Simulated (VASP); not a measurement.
Write the native input for VASP 6.6.1 that does the following.

* Task: single point
* Functional: r2SCAN
* Potentials or basis: VASP PAW PBE potentials, release 64 (Sc_sv, Ag, Ge_d)
* Cutoff: 520 eV
* k mesh: 4 × 4 × 4
* Occupations: gaussian, width 0.1 eV
* Spin: no spin polarisation
* Dipole correction: no
* Further INCAR settings: ALGO = Normal; EDIFF = 1e-07; NBANDS = 40

Crystal: ScAgGe3.

```xyz
5
Lattice="4.9172 0.0000 0.0000 0.0000 4.9172 0.0000 0.0000 0.0000 4.9172" Properties=species:S:1:pos:R:3 pbc="T T T"
Sc    0.0000    0.0000    0.0000
Ag    2.4586    2.4586    2.4586
Ge    0.0000    2.4586    2.4586
Ge    2.4586    0.0000    2.4586
Ge    2.4586    2.4586    0.0000
```

The input as run:

POSCAR

```
ScAgGe3
1.0
    4.9172153762      0.0000000000      0.0000000000
    0.0000000000      4.9172153762      0.0000000000
    0.0000000000      0.0000000000      4.9172153762
Sc Ag Ge
1 1 3
Direct
    0.0000000000      0.0000000000      0.0000000000
    0.5000000000      0.5000000000      0.5000000000
    0.0000000000      0.5000000000      0.5000000000
    0.5000000000      0.0000000000      0.5000000000
    0.5000000000      0.5000000000      0.0000000000
```

INCAR.step1

```
SYSTEM = ScAgGe3
PREC = Accurate
ENCUT = 520
ISMEAR = 0
SIGMA = 0.1
LREAL = .FALSE.
LASPH = .TRUE.
NELM = 100
NBANDS = 40
GGA = PE
ALGO = Normal
EDIFF = 1E-4
LWAVE = .TRUE.
LCHARG = .FALSE.
```

INCAR.step2

```
SYSTEM = ScAgGe3
PREC = Accurate
ENCUT = 520
EDIFF = 1E-7
ISMEAR = 0
SIGMA = 0.1
LREAL = .FALSE.
LASPH = .TRUE.
NELM = 100
ALGO = Normal
ISIF = 2
LWAVE = .FALSE.
LCHARG = .FALSE.
METAGGA = R2SCAN
LMIXTAU = .TRUE.
NBANDS = 40
ISTART = 1
```

KPOINTS

```
regular mesh
0
G
  4 4 4
  0 0 0
```

Potentials or basis: VASP PAW PBE potentials, release 64 (Sc_sv, Ag, Ge_d).

Run with:

```bash
$ cat potpaw_PBE.64/Sc_sv/POTCAR potpaw_PBE.64/Ag/POTCAR potpaw_PBE.64/Ge_d/POTCAR > POTCAR
$ cp INCAR.step1 INCAR
$ mpirun -np 1 vasp_std > vasp.out
$ cp INCAR.step2 INCAR
$ mpirun -np 1 vasp_std > vasp.out
```

It gave:

```yaml
Pressure: 0.0 GPa
Band_gap_on_the_k_mesh: zero (bands 32 and 33 overlap by 1.37 eV)
```

Caveat: the PAW data sets were made with another functional, which shifts forces and pressure a little.

Wall time 110 s on 1 thread of Intel(R) Xeon(R) 6975P-C (Granite Rapids) (shared host), peak memory 0.27 GiB.
